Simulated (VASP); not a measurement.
Runs of VASP 6.6.1 on Ag. The structure is that of space group Fm-3m (No. 225), or close to it. The cells are those of the table. 

| task | cell | gap on the mesh (eV) | pressure (GPa) |
| --- | --- | --- | --- |
| single point | a = 2.798 Å, angles 60.0°, 1 atom | none | (a) |
| relaxation of cell and atoms | relaxed to 45 GPa from a = 2.892 Å, angles 60.0°, 1 atom | none | 45.0 |
| relaxation of cell and atoms | relaxed to 15 GPa from a = 2.892 Å, angles 60.0°, 1 atom | none | 14.9 |
| relaxation of cell and atoms | relaxed from a = 2.892 Å, angles 60.0°, 1 atom | none | 0.0 |
| single point | a = 2.736 Å, angles 60.0°, 1 atom | none | 30.6 |
| single point | a = 2.689 Å, angles 60.0°, 1 atom | none | 45.9 |
| single point | a = 2.900 Å, angles 60.0°, 1 atom | none | 0.1 |
| relaxation of cell and atoms | relaxed to 30 GPa from a = 2.892 Å, angles 60.0°, 1 atom | none | 30.0 |

Alike in all rows: level r2SCAN; potentials or basis VASP PAW PBE potentials, release 64 (Ag); no spin polarisation; k mesh 11 × 11 × 11; cutoff (eV) 550; smearing fermi-dirac 0.05 eV.

Problem. Fill in the values left out.

Solution. (a) 15.4.

Caveats: the PAW data sets were made with another functional, which shifts forces and pressure a little; the cell stands under pressure (at least some runs); the cell is relaxed towards a set pressure, so the run minimises the enthalpy, not the energy (at least some runs).

A k mesh can miss the band edges, and the runs leave out spin-orbit coupling on Ag.

A gap of «none» marks levels without a gap at the run's occupations.
